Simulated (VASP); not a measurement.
Runs of VASP 6.6.1 on Ba3B2. The structure is that of space group Pm-3m (No. 221), or close to it. The cells are those of the table. The cell was generated, and may not be a known phase.

| task | cell | k mesh | cutoff (eV) | gap on the mesh (eV) | pressure (GPa) | relaxed volume (Å³/atom) |
| --- | --- | --- | --- | --- | --- | --- |
| relaxation of cell and atoms | relaxed from a = 4.749 Å, 5 atoms | 4 × 4 × 4 | 600 | none | 0.1 | 37.78 |
| relaxation of cell and atoms | relaxed from a = 5.694 Å, 5 atoms | 8 × 8 × 8 | 600 | none | 0.0 | 37.46 |
| single point | a = 5.675 Å, 5 atoms | 8 × 8 × 8 | 520 | none | (a) | - |
| single point | a = 4.749 Å, 5 atoms | 4 × 4 × 4 | 520 | none | (b) | - |
| single point | a = 5.694 Å, 5 atoms | 4 × 4 × 4 | 520 | none | 0.6 | - |

Alike in all rows: level PBE; potentials or basis VASP PAW PBE potentials, release 64 (Ba_sv, B); no spin polarisation; smearing gaussian 0.1 eV.

Task: Fill in the values left out.

Result: (a) 0.5; (b) 27.1.

Caveats: spin-orbit coupling is left out, which moves the levels of the heavy elements; the volume moved by over 15 % at a fixed basis, so the end points are rough (at least some runs); the cell stands under pressure (at least some runs).

A k mesh can miss the band edges, and the runs leave out spin-orbit coupling on Ba.

A gap of «none» marks levels without a gap at the run's occupations.
